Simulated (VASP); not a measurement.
Input of a VASP 6.6.1 run:

The input INCAR:

```
ALGO = Normal
EDIFF = 1E-6
ENCUT = 520
GGA = PE
ISIF = 2
ISMEAR = 0
IVDW = 12
LASPH = T
LCHARG = F
LREAL = F
LWAVE = F
NBANDS = 35
NELM = 60
PREC = Accurate
SIGMA = 0.05
```

File KPOINTS:

```
k-points
0
Gamma
  12 12 4
```

POSCAR

```
MoS2
1.0
    3.1493511256      0.0000000000      0.0000000000
   -1.5746755628      2.7274180802      0.0000000000
    0.0000000000      0.0000000000     12.0907538840
Mo S
2 4
Direct
    0.3333333333      0.6666666667      0.2473191459
    0.6666666667      0.3333333333      0.7526808541
    0.3333333333      0.6666666667      0.6163551774
    0.6666666667      0.3333333333      0.1246259602
    0.3333333333      0.6666666667      0.8753740398
    0.6666666667      0.3333333333      0.3836448226
```

Potentials or basis: VASP PAW PBE potentials, release 64 (Mo_sv, S).

The run is started by

```sh
$ cat potpaw_PBE.64/Mo_sv/POTCAR potpaw_PBE.64/S/POTCAR > POTCAR
$ mpirun -np 1 vasp_std > vasp.out
```

(1) What does it give for the pressure?

(2) Estimate the largest force.

(3) What does it give for the band gap on the k mesh?

Results:

(1) 0.5 GPa.

(2) 2.501 eV/Å.

(3) 0.60 eV (least direct gap 1.70 eV).

Caveat: the cell differs from its parent crystal (atoms displaced along a vibrational mode); semilocal functionals underestimate gaps, and a narrow one can read as zero; forces of over 1 eV/Å act on the atoms, so gaps and moduli don't describe the material at rest.
